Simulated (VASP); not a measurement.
# Bi2Te2O3 (P-3m1) in VASP: relaxation of cell and atoms with PBE

Aim: the relaxation of cell and atoms of Bi2Te2O3 with PBE.

Program: VASP 6.6.1. These are calculated values, not measurements. Logs are shortened: lines on timing, memory, paths and dates and some standing lists are left out, and cuts for length are marked.

## (1) The cell of the first run

It takes space group P-3m1 (No. 164, trigonal). The conventional cell has a = 3.950 Å, b = 3.950 Å, c = 11.200 Å, α = 90.00°, β = 90.00°, γ = 120.00°. Within 3.1 Å of Bi (site symmetry 3m) lie 6 O at 2.38 to 2.65 Å. Te (site symmetry 3m) has 7 Te at 2.91 to 3.95 Å and 4 O at 3.12 to 4.14 Å and 3 Bi at 3.61 Å within 4.2 Å. O (site symmetry 3m) has 3 Bi at 2.38 Å and 3 O at 3.04 Å and 3 Te at 3.12 Å within 3.2 Å. Within 3.5 Å of O (site symmetry -3m) lie 6 Bi at 2.65 Å and 6 O at 3.04 Å.

## (2) Relaxation of cell and atoms, PBE

Contents of INCAR:

```
SYSTEM = Bi2Te2O3
PREC = Accurate ; ENCUT = 600
EDIFF = 1E-7 ; ISMEAR = 0
SIGMA = 0.15 ; LREAL = .False.
LASPH = .True. ; NELM = 60
ALGO = Normal ; ISIF = 3
LWAVE = .False. ; LCHARG = .False.
GGA = PE ; IBRION = 2
NSW = 36 ; EDIFFG = -0.08
```

Contents of KPOINTS:

```
Automatic mesh
0
Gamma
  4 4 1
  0 0 0
```

Contents of POSCAR:

```
Bi2Te2O3
1.0
    3.9500000000      0.0000000000      0.0000000000
   -1.9750000000      3.4208003400      0.0000000000
    0.0000000000      0.0000000000     11.2000000000
Bi Te O
2 2 3
Direct
    0.3333333300      0.6666666700      0.1200000000
    0.6666666700      0.3333333300      0.8800000000
    0.0000000000      0.0000000000      0.3700000000
    0.0000000000      0.0000000000      0.6300000000
    0.6666666700      0.3333333300      0.1800000000
    0.3333333300      0.6666666700      0.8200000000
    0.0000000000      0.0000000000      0.0000000000
```

Potentials or basis: VASP PAW PBE potentials, release 64 (Bi_d, Te, O).

Started as:

```
$ cat potpaw_PBE.64/Bi_d/POTCAR potpaw_PBE.64/Te/POTCAR potpaw_PBE.64/O/POTCAR > POTCAR
$ mpirun -np 1 vasp_std > vasp.out
```

OUTCAR:

```text
SYSTEM = Bi2Te2O3
   PREC = Accurate
   ENCUT = 600
   EDIFF = 1E-7
   ISMEAR = 0
   LREAL = .False.
   LASPH = .True.
   NELM = 60
   ISIF = 3
   GGA = PE
   IBRION = 2
   NSW = 36
   EDIFFG = -0.08

 ion  position               nearest neighbor table
   1  0.333  0.667  0.120-   5 2.38   5 2.38   5 2.38   7 2.65   7 2.65   7 2.65   2 3.53   2 3.53
                             2 3.53   3 3.61   3 3.61   3 3.61
   2  0.667  0.333  0.880-   6 2.38   6 2.38   6 2.38   7 2.65   7 2.65   7 2.65   1 3.53   1 3.53
                             1 3.53   4 3.61   4 3.61   4 3.61
   3  0.000  0.000  0.370-   4 2.91   1 3.61   1 3.61   1 3.61
   4  0.000  0.000  0.630-   3 2.91   2 3.61   2 3.61   2 3.61
   5  0.667  0.333  0.180-   1 2.38   1 2.38   1 2.38
   6  0.333  0.667  0.820-   2 2.38   2 2.38   2 2.38
   7  0.000  0.000  0.000-   1 2.65   2 2.65   1 2.65   2 2.65   2 2.65   1 2.65

  LATTYP: Found a hexagonal cell.
 ALAT       =     3.9500000000
 C/A-ratio  =     2.8354430380

  Lattice vectors:

 A1 = (   3.9500000000,   0.0000000000,   0.0000000000)
 A2 = (  -1.9750000000,   3.4208003400,   0.0000000000)
 A3 = (   0.0000000000,   0.0000000000,  11.2000000000)

Analysis of symmetry for initial positions (statically):
=====================================================================
 Subroutine PRICEL returns:
 Original cell was already a primitive cell.

 Routine SETGRP: Setting up the symmetry group for a
 hexagonal supercell.

 Subroutine GETGRP returns: Found 12 space group operations
 (whereof 12 operations were pure point group operations)
 out of a pool of 24 trial point group operations.

The static configuration has the point symmetry D_3d.

Analysis of symmetry for dynamics (positions and initial velocities):
=====================================================================
 Subroutine PRICEL returns:
 Original cell was already a primitive cell.

 Routine SETGRP: Setting up the symmetry group for a
 hexagonal supercell.

 Subroutine GETGRP returns: Found 12 space group operations
 (whereof 12 operations were pure point group operations)
 out of a pool of 24 trial point group operations.

The dynamic configuration has the point symmetry D_3d.

 Subroutine INISYM returns: Found 12 space group operations
 (whereof 12 operations are pure point group operations),
 and found     1 'primitive' translations

----------------------------------------------------------------------------------------

                                     Primitive cell

  volume of cell :     151.3362

  direct lattice vectors                    reciprocal lattice vectors
     3.950000000  0.000000000  0.000000000     0.253164557  0.146164625  0.000000000
    -1.975000000  3.420800340  0.000000000     0.000000000  0.292329251  0.000000000
     0.000000000  0.000000000 11.200000000     0.000000000  0.000000000  0.089285714

  length of vectors
     3.950000000  3.949999996 11.200000000     0.292329250  0.292329251  0.089285714

  position of ions in fractional coordinates (direct lattice)
     0.333333330  0.666666670  0.120000000
     0.666666670  0.333333330  0.880000000
     0.000000000  0.000000000  0.370000000
     0.000000000  0.000000000  0.630000000
     0.666666670  0.333333330  0.180000000
     0.333333330  0.666666670  0.820000000
     0.000000000  0.000000000  0.000000000

  ion indices of the primitive-cell ions
   primitive index   ion index
                 1           1
                 2           2
                 3           3
                 4           4
                 5           5
                 6           6
                 7           7

----------------------------------------------------------------------------------------

 KPOINTS: Automatic mesh

Automatic generation of k-mesh.
 Grid dimensions read from file:
 generate k-points for:    4    4    1

 Generating k-lattice:

  Cartesian coordinates                     Fractional coordinates (reciprocal lattice)
     0.063291139  0.036541156  0.000000000     0.250000000  0.000000000  0.000000000
     0.000000000  0.073082313  0.000000000     0.000000000  0.250000000  0.000000000
     0.000000000  0.000000000  0.089285714     0.000000000  0.000000000  1.000000000

  Length of vectors
     0.073082313  0.073082313  0.089285714

  Shift w.r.t. Gamma in fractional coordinates (k-lattice)
     0.000000000  0.000000000  0.000000000

 Subroutine IBZKPT returns following result:
 ===========================================

 Found      4 irreducible k-points:

 Following reciprocal coordinates:
            Coordinates               Weight
  0.000000  0.000000  0.000000      1.000000
  0.250000  0.000000  0.000000      6.000000
  0.500000  0.000000  0.000000      3.000000
  0.250000  0.250000  0.000000      6.000000
   k-points           NKPTS =      4   k-points in BZ     NKDIM =      4   number of bands    NBANDS=     36
   number of dos      NEDOS =    301   number of ions     NIONS =      7
   total plane-waves  NPLWV =  92160
   dimension x,y,z NGX =    32 NGY =   32 NGZ =   90
   dimension x,y,z NGXF=    64 NGYF=   64 NGZF=  180
   ions per type =               2   2   3
   NGX,Y,Z   is equivalent  to a cutoff of  13.47, 13.47, 13.36 a.u.
   NGXF,Y,Z  is equivalent  to a cutoff of  26.94, 26.94, 26.72 a.u.
 SYSTEM =  Bi2Te2O3
   PREC   = accura    normal or accurate (medium, high low for compatibility)
   ISTART =      0    job   : 0-new  1-cont  2-samecut
   ICHARG =      2    charge: 1-file 2-atom 10-const
   ISPIN  =      1    spin polarized calculation?
   LNONCOLLINEAR =      F non collinear calculations
   LSORBIT =      F    spin-orbit coupling
   LASPH  =      T    aspherical Exc in radial PAW
   ENCUT  =  600.0 eV  44.10 Ry    6.64 a.u.   7.89  7.89 22.37*2*pi/ulx,y,z
   NELM   =     60;   NELMIN=  2; NELMDL= -5     # of ELM steps
   EDIFF  = 0.1E-06   stopping-criterion for ELM
   LREAL  =      F    real-space projection
   EDIFFG = -.8E-01   stopping-criterion for IOM
   NSW    =     36    number of steps for IOM
   IBRION =      2    ionic relax: 0-MD 1-quasi-New 2-CG
   NFREE  =      1    steps in history (QN), initial steepest desc. (CG)
   ISIF   =      3    stress and relaxation
   ISYM   =      2    0-nonsym 1-usesym 2-fastsym
   POTIM  = 0.5000    time-step for ionic-motion
   TEBEG  =    0.0;   TEEND  =   0.0 temperature during run
   PSTRESS=    0.0 pullay stress
   NELECT =      60.0000    total number of electrons
   NUPDOWN=      -1.0000    fix difference up-down
   EMIN   =  10.00;   EMAX   =-10.00  energy-range for DOS
   EFERMI =   0.00;   METHOD = LEGACY
   ISMEAR =     0;   SIGMA  =   0.15  broadening in eV -4-tet -1-fermi 0-gaus
   EFERMI_NEDOS =   21; number of points for ismear=-14 and -15
   IALGO  =     38    algorithm
   IMIX   =      4    mixing-type and parameters
     AMIX     =   0.40;   BMIX     =  1.00
     AMIX_MAG =   1.60;   BMIX_MAG =  1.00
  volume/ion in A,a.u.               =      21.62       145.90
  Fermi-wavevector in a.u.,A,eV,Ry     =   1.202664  2.272705 19.679475  1.446401
  Thomas-Fermi vector in A             =   2.338439
   LORBIT       =      0    0 simple, 1 ext, 2 COOP (PROOUT), +10 PAW based schemes
   GGA     = PE    functional components
   LHFCALC =     F    Hartree Fock is set to
   AEXX    =    0.0000 exact exchange contribution
   IVDW    =     0    specifies the selected vdW correction
   LEPSILON=     F    determine dielectric tensor
   LRPA    =     F    only Hartree local field effects (RPA)
 conjugate gradient relaxation of ions
 non-spin polarized calculation
 Gauss-broadening in eV      SIGMA  =   0.15
  energy-cutoff  :      600.00
  volume of cell :      151.34
 maximum number of plane-waves:      5079
 NGX is ok and might be reduce to    32
   NGX = 15   NGY = 15   NGZ = 45

--------------------------------------- Ionic step        1  -------------------------------------------

 number of electron      59.9999992 magnetization

 Free energy of the ion-electron system (eV)
  ---------------------------------------------------
  ext. energy  EPLUGINS =         0.00000000
  ---------------------------------------------------
  free energy    TOTEN  =       -31.86711307 eV

  energy without entropy =      -31.81880404  energy(sigma->0) =      -31.84295856

------------------------ aborting loop because EDIFF is reached ----------------------------------------

  FORCE on cell =-STRESS in cart. coord.  units (eV):
  Direction    XX          YY          ZZ          XY          YZ          ZX
  --------------------------------------------------------------------------------------
  -------------------------------------------------------------------------------------
  Total       -3.7962674     -3.7962673     -0.5323255      0.0000000      0.0000000      0.0000000
  in kB      -40.1906035    -40.1906034     -5.6356627      0.0000000      0.0000000      0.0000000
  external PRESSURE =     -28.6722899 kB  Pullay stress =       0.0000000 kB
[... 104 lines left out ...]
  FREE ENERGIE OF THE ION-ELECTRON SYSTEM (eV)
  ---------------------------------------------------
  free  energy   TOTEN  =       -32.3985645670 eV

  energy  without entropy=      -32.3582861449  energy(sigma->0) =      -32.37842536

 E-fermi :   6.1722     XC(G=0): -10.0014

 val. band max:        6.0264336254   @ k =   0.2500   0.0000   0.0000
 cond. band min:       6.1756472000   @ k =   0.2500   0.2500   0.0000
 fundamental gap:      0.1492135746
 Fermi energy:         6.1722329910

 k-point     1 :       0.0000    0.0000    0.0000
  band No.  band energies     occupation
      1     -16.9309      2.00000
      2     -16.9163      2.00000
      3     -16.7972      2.00000
      4     -16.7972      2.00000
      5     -16.7632      2.00000
      6     -16.7632      2.00000
[... 145 lines left out ...]
     35       9.5975      0.00000
     36      10.8746      0.00000

[... ionic steps 4 to 12 ...]

--------------------------------------- Ionic step       13  -------------------------------------------

 number of electron      59.9999983 magnetization

------------------------ aborting loop because EDIFF is reached ----------------------------------------

  FORCE on cell =-STRESS in cart. coord.  units (eV):
  Direction    XX          YY          ZZ          XY          YZ          ZX
  --------------------------------------------------------------------------------------
  -------------------------------------------------------------------------------------
  Total        0.8360676      0.8360676     -1.1631206     -0.0000000     -0.0000000      0.0000000
  in kB        8.4338543      8.4338543    -11.7330101     -0.0000000     -0.0000000      0.0000000
  external PRESSURE =       1.7115662 kB  Pullay stress =       0.0000000 kB
[... 67 lines left out ...]
  energy  without entropy=      -33.4707724085  energy(sigma->0) =      -33.48549637

--------------------------------------- Ionic step       15  -------------------------------------------

 number of electron      59.9999981 magnetization

 Free energy of the ion-electron system (eV)
  ---------------------------------------------------
  ext. energy  EPLUGINS =         0.00000000
  ---------------------------------------------------
  free energy    TOTEN  =       -33.50053196 eV

  energy without entropy =      -33.47126371  energy(sigma->0) =      -33.48589783

 E-fermi :   6.0070     XC(G=0):  -9.5457

 val. band max:        5.4082256337   @ k =   0.5000   0.0000   0.0000
 cond. band min:       6.0531568041   @ k =   0.2500   0.0000   0.0000
 fundamental gap:      0.6449311704
 Fermi energy:         6.0070221095

 k-point     1 :       0.0000    0.0000    0.0000
  band No.  band energies     occupation
      1     -17.7920      2.00000
      2     -17.7876      2.00000
      3     -17.7106      2.00000
      4     -17.7106      2.00000
      5     -17.7057      2.00000
      6     -17.7057      2.00000
[... 179 lines left out ...]
  FREE ENERGIE OF THE ION-ELECTRON SYSTEM (eV)
  ---------------------------------------------------
  free  energy   TOTEN  =       -33.5005319580 eV

  energy  without entropy=      -33.4712637086  energy(sigma->0) =      -33.48589783

 reached required accuracy - stopping structural energy minimisation
```

It took 12 min on 1 thread of Intel Xeon Platinum 8259CL at 2.50GHz (Skylake/Cascade Lake), shared host; peak memory 0.32 GiB.

Results:

```yaml
Free_energy: -33.5005 eV
Relaxed_volume: 22.74 Å³/atom
Relaxed_cell: a = 3.611 Å, b = 3.611 Å, c = 14.097 Å, α = 90.00°, β = 90.00°, γ = 120.00°
Space_group_after_relaxing_to_0.1_Å: P-3m1 (No. 164)
Energy_gained_by_relaxing: 233.3 meV/atom
Ionic_steps: 15
Pressure_after_relaxing: 0.0 GPa
Largest_force_after_relaxing: 0.078 eV/Å
Band_gap_on_the_k_mesh: zero (bands 30 and 31 overlap by 1.53 eV)
```

Forces on the atoms (eV/Å):
```
Bi   0.000  0.000  0.043
Bi   0.000  0.000 -0.043
Te   0.000  0.000  0.021
Te   0.000  0.000 -0.021
O    0.000  0.000  0.078
O    0.000  0.000 -0.078
O    0.000  0.000  0.000
```

Stress tensor (GPa, compression positive):
```
-0.04  0.00  0.00
 0.00 -0.04  0.00
 0.00  0.00  0.14
```

The path:
| step | energy change (eV) | largest force (eV/Å) | pressure (GPa) | volume (Å³) |
| --- | --- | --- | --- | --- |
| 1 | 0.0000 | 2.3253 | -2.87 | 151.34 |
| 2 | -0.5135 | 1.1418 | 2.86 | 142.99 |
| 3 | -0.5315 | 0.6188 | 4.51 | 141.26 |
| 4 | -0.8378 | 0.8082 | 2.61 | 148.22 |
| 5 | -0.8503 | 1.9357 | 2.24 | 153.48 |
| 6 | -1.0959 | 0.7372 | -1.43 | 161.56 |
| 7 | -1.1198 | 0.8513 | -2.82 | 165.71 |
| 8 | -1.2760 | 0.8616 | -1.62 | 163.05 |
| 9 | -1.4120 | 1.3290 | 3.76 | 154.51 |
| 10 | -1.4541 | 1.1713 | 1.51 | 157.70 |
| 11 | -1.5896 | 0.6157 | 0.67 | 158.41 |
| 12 | -1.6153 | 0.4327 | 0.27 | 158.75 |
| 13 | -1.6164 | 0.4539 | 0.17 | 158.83 |
| 14 | -1.6331 | 0.0918 | 0.03 | 159.16 |
| 15 | -1.6334 | 0.0783 | 0.02 | 159.21 |

Final structure:
```xyz
7
Lattice="3.6112 0.0000 0.0000 -1.8056 3.1274 0.0000 0.0000 0.0000 14.0973" Properties=species:S:1:pos:R:3 pbc="T T T"
Bi    0.0000    2.0850    1.5750
Bi    1.8056    1.0425   12.5222
Te    0.0000    0.0000    5.6827
Te    0.0000    0.0000    8.4145
O     1.8056    1.0425    2.5410
O     0.0000    2.0850   11.5562
O     0.0000    0.0000    0.0000
```

Caveat: the k points lie up to 0.50 Å⁻¹ apart in the final cell, too coarse for converged energies and pressures of a metal; a cell axis changed by over 15 % at a fixed basis, so the end point is rough; spin-orbit coupling is left out, which moves the levels of the heavy elements; this functional lacks dispersion, which binds layers or chains, so the pressure and a relaxed spacing across them are unreliable; the relaxation stopped at a loose force limit of 0.08 eV/Å, so its end isn't a converged minimum.

The gap in the log of VASP goes by the Fermi energy; the results here count the filled bands.